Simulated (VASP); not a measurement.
A run of VASP 6.6.1 is set up as follows.

Contents of INCAR:

```
PREC     = Accurate       # precision mode
ENCUT    = 520            # plane-wave cutoff, eV
EDIFF    = 1E-6           # SCF threshold, eV
ISMEAR   = -1             # smearing method
SIGMA    = 1.0            # smearing width, eV
LREAL    = False          # projectors in reciprocal space
LASPH    = True           # aspherical terms in the spheres
NELM     = 100            # most SCF steps
ALGO     = Normal         # electronic algorithm
ISIF     = 2              # what is computed and relaxed
LWAVE    = False          # write WAVECAR
LCHARG   = False          # write CHGCAR
GGA      = CA             # functional
NBANDS   = 12             # bands
```

The input KPOINTS:

```
regular mesh
0
Gamma
  15 15 15
```

Contents of POSCAR:

```
Cu
1.0
    0.0000000000      1.7588202533      1.7588202533
    1.7588202533      0.0000000000      1.7588202533
    1.7588202533      1.7588202533      0.0000000000
Cu
1
Direct
    0.0000000000      0.0000000000      0.0000000000
```

Potentials or basis: VASP PAW LDA potentials, release 64 (Cu).

The run is started by

```sh
$ cat potpaw_LDA.64/Cu/POTCAR > POTCAR
$ mpirun -np 1 vasp_std > vasp.out
```

Estimate the pressure.

11.7 GPa.
